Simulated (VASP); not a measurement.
# MoS2 in VASP: single point with PBE+D3(BJ)

Aim: the single point of MoS2 with PBE+D3(BJ).

All numbers are computed with VASP 6.6.1; they aren't measurements. Logs are shortened: lines on timing, memory, paths and dates and some standing lists are left out, and cuts for length are marked.

### 1 The cell of the first run

The cell holds a slab with vacuum, 6 atoms: a = 3.135 Å, b = 3.135 Å, c = 23.938 Å, α = 90.00°, β = 90.00°, γ = 120.00°.

### 2 Single point, PBE+D3(BJ)

Contents of INCAR:

```
PREC = Accurate ; ENCUT = 520
EDIFF = 1E-6 ; ISMEAR = 0
SIGMA = 0.1 ; LREAL = False
LASPH = True ; NELM = 100
ALGO = Normal ; ISIF = 2
LWAVE = False ; LCHARG = False
LDIPOL = True ; IDIPOL = 3
DIPOL = 0.5 0.5 0.396 ; GGA = PE
IVDW = 12 ; NBANDS = 35
```

Contents of KPOINTS:

```
regular mesh
0
Gamma
  12 12 1
```

Contents of POSCAR:

```
MoS2
1.0
    3.1346592530      0.0000000000      0.0000000000
   -1.5673296265      2.7146945453      0.0000000000
    0.0000000000      0.0000000000     23.9375766492
S Mo
4 2
Direct
    0.0000000000      0.0000000000      0.1879889542
    0.3333333333      0.6666666667      0.3224548766
    0.3333333333      0.6666666667      0.4703395206
    0.6666666667      1.3333333333      0.6048054430
    0.6666666667      0.3333333333      0.2552219154
    1.0000000000      1.0000000000      0.5375724818
```

Potentials or basis: VASP PAW PBE potentials, release 64 (S, Mo_sv).

Command:

```
$ cat potpaw_PBE.64/S/POTCAR potpaw_PBE.64/Mo_sv/POTCAR > POTCAR
$ mpirun -np 1 vasp_std > vasp.out
```

OUTCAR:

```text
PREC = Accurate
   ENCUT = 520
   EDIFF = 1E-6
   ISMEAR = 0
   LREAL = False
   LASPH = True
   NELM = 100
   ISIF = 2
   GGA = PE
   IVDW = 12
 IVDW          = 12

 ion  position               nearest neighbor table
   1  0.000  0.000  0.188-   5 2.42   5 2.42   5 2.42
   2  0.333  0.667  0.322-   5 2.42   5 2.42   5 2.42
   3  0.333  0.667  0.470-   6 2.42   6 2.42   6 2.42
   4  0.667  0.333  0.605-   6 2.42   6 2.42   6 2.42
   5  0.667  0.333  0.255-   2 2.42   1 2.42   2 2.42   1 2.42   1 2.42   2 2.42
   6  0.000  0.000  0.538-   3 2.42   4 2.42   3 2.42   4 2.42   3 2.42   4 2.42

  LATTYP: Found a hexagonal cell.
 ALAT       =     3.1346592530
 C/A-ratio  =     7.6364206496

  Lattice vectors:

 A1 = (   3.1346592530,   0.0000000000,   0.0000000000)
 A2 = (  -1.5673296265,   2.7146945453,   0.0000000000)
 A3 = (   0.0000000000,   0.0000000000,  23.9375766492)

Analysis of symmetry for initial positions (statically):
=====================================================================
 Subroutine PRICEL returns:
 Original cell was already a primitive cell.

 Routine SETGRP: Setting up the symmetry group for a
 hexagonal supercell.

 Subroutine GETGRP returns: Found 12 space group operations
 (whereof  6 operations were pure point group operations)
 out of a pool of 24 trial point group operations.

The static configuration has the point symmetry C_3v.
 The point group associated with its full space group is D_3d.

Analysis of symmetry for dynamics (positions and initial velocities):
=====================================================================
 Subroutine PRICEL returns:
 Original cell was already a primitive cell.

 Routine SETGRP: Setting up the symmetry group for a
 hexagonal supercell.

 Subroutine GETGRP returns: Found 12 space group operations
 (whereof  6 operations were pure point group operations)
 out of a pool of 24 trial point group operations.

The dynamic configuration has the point symmetry C_3v.
 The point group associated with its full space group is D_3d.

 Subroutine INISYM returns: Found 12 space group operations
 (whereof  6 operations are pure point group operations),
 and found     1 'primitive' translations

----------------------------------------------------------------------------------------

                                     Primitive cell

  volume of cell :     203.7002

  direct lattice vectors                    reciprocal lattice vectors
     3.134659253  0.000000000  0.000000000     0.319013940  0.184182784  0.000000000
    -1.567329627  2.714694545  0.000000000     0.000000000  0.368365569  0.000000000
     0.000000000  0.000000000 23.937576649     0.000000000  0.000000000  0.041775323

  length of vectors
     3.134659253  3.134659253 23.937576649     0.368365569  0.368365569  0.041775323

  position of ions in fractional coordinates (direct lattice)
     0.000000000  0.000000000  0.187988954
     0.333333333  0.666666667  0.322454877
     0.333333333  0.666666667  0.470339521
     0.666666667  0.333333333  0.604805443
     0.666666667  0.333333333  0.255221915
     0.000000000  0.000000000  0.537572482

  ion indices of the primitive-cell ions
   primitive index   ion index
                 1           1
                 2           2
                 3           3
                 4           4
                 5           5
                 6           6

----------------------------------------------------------------------------------------

 KPOINTS: regular mesh

Automatic generation of k-mesh.
 Grid dimensions read from file:
 generate k-points for:   12   12    1

 Generating k-lattice:

  Cartesian coordinates                     Fractional coordinates (reciprocal lattice)
     0.026584495  0.015348565  0.000000000     0.083333333  0.000000000  0.000000000
     0.000000000  0.030697131  0.000000000     0.000000000  0.083333333  0.000000000
     0.000000000  0.000000000  0.041775323     0.000000000  0.000000000  1.000000000

  Length of vectors
     0.030697131  0.030697131  0.041775323

  Shift w.r.t. Gamma in fractional coordinates (k-lattice)
     0.000000000  0.000000000  0.000000000

 Subroutine IBZKPT returns following result:
 ===========================================

 Found     19 irreducible k-points:

 Following reciprocal coordinates:
            Coordinates               Weight
  0.000000  0.000000  0.000000      1.000000
  0.083333  0.000000  0.000000      6.000000
  0.166667  0.000000  0.000000      6.000000
  0.250000  0.000000  0.000000      6.000000
  0.333333  0.000000  0.000000      6.000000
  0.416667  0.000000  0.000000      6.000000
[... 11 lines left out ...]
  0.333333  0.250000  0.000000     12.000000
  0.333333  0.333333  0.000000      2.000000
   k-points           NKPTS =     19   k-points in BZ     NKDIM =     19   number of bands    NBANDS=     35
   number of dos      NEDOS =    301   number of ions     NIONS =      6
   total plane-waves  NPLWV = 103680
   dimension x,y,z NGX =    24 NGY =   24 NGZ =  180
   dimension x,y,z NGXF=    48 NGYF=   48 NGZF=  360
   ions per type =               4   2
   NGX,Y,Z   is equivalent  to a cutoff of  12.73, 12.73, 12.50 a.u.
   NGXF,Y,Z  is equivalent  to a cutoff of  25.46, 25.46, 25.00 a.u.
 SYSTEM =  unknown system
   PREC   = accura    normal or accurate (medium, high low for compatibility)
   ISTART =      0    job   : 0-new  1-cont  2-samecut
   ICHARG =      2    charge: 1-file 2-atom 10-const
   ISPIN  =      1    spin polarized calculation?
   LNONCOLLINEAR =      F non collinear calculations
   LSORBIT =      F    spin-orbit coupling
   LASPH  =      T    aspherical Exc in radial PAW
   ENCUT  =  520.0 eV  38.22 Ry    6.18 a.u.   5.83  5.83 44.51*2*pi/ulx,y,z
   NELM   =    100;   NELMIN=  2; NELMDL= -5     # of ELM steps
   EDIFF  = 0.1E-05   stopping-criterion for ELM
   LREAL  =      F    real-space projection
   EDIFFG = 0.1E-04   stopping-criterion for IOM
   NSW    =      0    number of steps for IOM
   IBRION =     -1    ionic relax: 0-MD 1-quasi-New 2-CG
   NFREE  =      0    steps in history (QN), initial steepest desc. (CG)
   ISIF   =      2    stress and relaxation
   ISYM   =      2    0-nonsym 1-usesym 2-fastsym
   POTIM  = 0.5000    time-step for ionic-motion
   TEBEG  =    0.0;   TEEND  =   0.0 temperature during run
   PSTRESS=    0.0 pullay stress
   NELECT =      52.0000    total number of electrons
   NUPDOWN=      -1.0000    fix difference up-down
   EMIN   =  10.00;   EMAX   =-10.00  energy-range for DOS
   EFERMI =   0.00;   METHOD = LEGACY
   ISMEAR =     0;   SIGMA  =   0.10  broadening in eV -4-tet -1-fermi 0-gaus
   EFERMI_NEDOS =   21; number of points for ismear=-14 and -15
   IALGO  =     38    algorithm
   IMIX   =      4    mixing-type and parameters
     AMIX     =   0.40;   BMIX     =  1.00
     AMIX_MAG =   1.60;   BMIX_MAG =  1.00
  volume/ion in A,a.u.               =      33.95       229.11
  Fermi-wavevector in a.u.,A,eV,Ry     =   1.038513  1.962506 14.674021  1.078510
  Thomas-Fermi vector in A             =   2.173001
   LORBIT       =      0    0 simple, 1 ext, 2 COOP (PROOUT), +10 PAW based schemes
   GGA     = PE    functional components
   LHFCALC =     F    Hartree Fock is set to
   AEXX    =    0.0000 exact exchange contribution
   IVDW    =    12    specifies the selected vdW correction
   LEPSILON=     F    determine dielectric tensor
   LRPA    =     F    only Hartree local field effects (RPA)
 non-spin polarized calculation
 Gauss-broadening in eV      SIGMA  =   0.10
  energy-cutoff  :      520.00
  volume of cell :      203.70
 maximum number of plane-waves:      5520
 NGX is ok and might be reduce to    24
   NGX = 11   NGY = 11   NGZ = 89

 dipolmoment           0.000000      0.000000      0.000044 electrons x Angstroem

 number of electron      51.9999999 magnetization

 dipolmoment           0.000000      0.000000     -0.000006 electrons x Angstroem

 Free energy of the ion-electron system (eV)
  ---------------------------------------------------
  ext. energy  EPLUGINS =         0.00000000
  ---------------------------------------------------
  free energy    TOTEN  =       -41.97781063 eV

  energy without entropy =      -41.96076847  energy(sigma->0) =      -41.96928955

 E-fermi :   1.6493     XC(G=0):  -6.1738

 val. band max:        1.6312639869   @ k =   0.0000   0.0000   0.0000
 cond. band min:       1.6674122643   @ k =   0.2500   0.2500   0.0000
 fundamental gap:      0.0361482774
 Fermi energy:         1.6492811620

 k-point     1 :       0.0000    0.0000    0.0000
  band No.  band energies     occupation
      1     -60.1073      2.00000
      2     -60.1073      2.00000
      3     -34.1910      2.00000
      4     -34.1910      2.00000
      5     -34.0476      2.00000
      6     -34.0476      2.00000
[... 27 lines left out ...]
     34       4.9217      0.00000
     35       6.1744      0.00000

 k-point     2 :       0.0833    0.0000    0.0000
  band No.  band energies     occupation
      1     -60.1043      2.00000
      2     -60.1043      2.00000
      3     -34.1853      2.00000
      4     -34.1853      2.00000
      5     -34.0767      2.00000
      6     -34.0766      2.00000
[... 27 lines left out ...]
     34       4.8665      0.00000
     35       6.3325      0.00000

 k-point     3 :       0.1667    0.0000    0.0000
  band No.  band energies     occupation
      1     -60.0961      2.00000
      2     -60.0960      2.00000
      3     -34.1701      2.00000
      4     -34.1700      2.00000
      5     -34.1553      2.00000
      6     -34.1552      2.00000
[... 27 lines left out ...]
     34       4.8094      0.00000
     35       6.7718      0.00000

 k-point     4 :       0.2500    0.0000    0.0000
  band No.  band energies     occupation
      1     -60.0848      2.00000
      2     -60.0847      2.00000
      3     -34.2620      2.00000
      4     -34.2619      2.00000
      5     -34.1482      2.00000
      6     -34.1482      2.00000
[... 27 lines left out ...]
     34       4.8710      0.00000
     35       7.4485      0.00000

 k-point     5 :       0.3333    0.0000    0.0000
  band No.  band energies     occupation
      1     -60.0734      2.00000
      2     -60.0734      2.00000
      3     -34.3666      2.00000
      4     -34.3666      2.00000
      5     -34.1268      2.00000
      6     -34.1267      2.00000
[... 448 lines left out ...]
 k-point    17 :       0.2500    0.2500    0.0000
  band No.  band energies     occupation
      1     -60.0621      2.00000
      2     -60.0620      2.00000
      3     -34.3900      2.00000
      4     -34.3900      2.00000
      5     -34.2286      2.00000
      6     -34.2285      2.00000
[... 27 lines left out ...]
     34       5.8537      0.00000
     35       8.3666      0.00000

 k-point    18 :       0.3333    0.2500    0.0000
  band No.  band energies     occupation
      1     -60.0579      2.00000
      2     -60.0578      2.00000
      3     -34.3936      2.00000
      4     -34.3936      2.00000
      5     -34.2723      2.00000
      6     -34.2722      2.00000
[... 27 lines left out ...]
     34       5.6239      0.00000
     35       8.1871      0.00000

 k-point    19 :       0.3333    0.3333    0.0000
  band No.  band energies     occupation
      1     -60.0564      2.00000
      2     -60.0563      2.00000
      3     -34.3418      2.00000
      4     -34.3418      2.00000
      5     -34.3418      2.00000
      6     -34.3418      2.00000
[... 27 lines left out ...]
     34       5.1155      0.00000
     35       8.2305      0.00000

------------------------ aborting loop because EDIFF is reached ----------------------------------------

 vacuum level on the upper side and lower side of the slab       (xc-potential included)        -0.173        -0.175

 Edisp (eV)   -2.14537

 E8    (eV) :    -0.8973

  FORCE on cell =-STRESS in cart. coord.  units (eV):
  Direction    XX          YY          ZZ          XY          YZ          ZX
  --------------------------------------------------------------------------------------
  -------------------------------------------------------------------------------------
  Total      -0.18609    -0.18609    -0.59891     0.00000    -0.00000     0.00000
  in kB      -1.46366    -1.46366    -4.71066     0.00000    -0.00000     0.00000
  external pressure =       -2.55 kB  Pullay stress =        0.00 kB

 VOLUME and BASIS-vectors are now :
 -----------------------------------------------------------------------------
  energy-cutoff  :      520.00
  volume of cell :      203.70
      direct lattice vectors                 reciprocal lattice vectors
     3.134659253  0.000000000  0.000000000     0.319013940  0.184182784  0.000000000
    -1.567329627  2.714694545  0.000000000     0.000000000  0.368365569  0.000000000
     0.000000000  0.000000000 23.937576649     0.000000000  0.000000000  0.041775323

 POSITION                                       TOTAL-FORCE (eV/Angst)
 -----------------------------------------------------------------------------------
      0.00000      0.00000      4.50000         0.000000      0.000000      0.030940
     -0.00000      1.80980      7.71879         0.000000     -0.000000     -0.008031
     -0.00000      1.80980     11.25879        -0.000000      0.000000      0.008031
      1.56733      0.90490     14.47758        -0.000000     -0.000000     -0.030940
      1.56733      0.90490      6.10939         0.000000      0.000000      0.037539
      0.00000      0.00000     12.86818        -0.000000     -0.000000     -0.037539
 -----------------------------------------------------------------------------------
    total drift:                               -0.000000      0.000000     -0.000352

  FREE ENERGIE OF THE ION-ELECTRON SYSTEM (eV)
  ---------------------------------------------------
  free  energy   TOTEN  =       -44.1231763010 eV

  energy  without entropy=      -44.1061341408  energy(sigma->0) =      -44.11465522

 vacuum level on the upper side and lower side of the slab         6.599         6.598
```

It took 3 min on 1 thread of Intel Xeon Platinum 8488C (Sapphire Rapids), shared host; peak memory 0.37 GiB.

What came out:

- Free energy: -44.1232 eV
- Largest force: 0.038 eV/Å
- Band gap on the k mesh: zero (band 26 reaches 2.08 eV, above the bottom of band 27 at 1.60 eV)
- Dispersion energy per atom: -0.358 eV

Forces in eV/Å, atoms in the order of the input:
```
S    0.000  0.000  0.031
S    0.000  0.000 -0.008
S    0.000  0.000  0.008
S    0.000  0.000 -0.031
Mo   0.000  0.000  0.038
Mo   0.000  0.000 -0.038
```
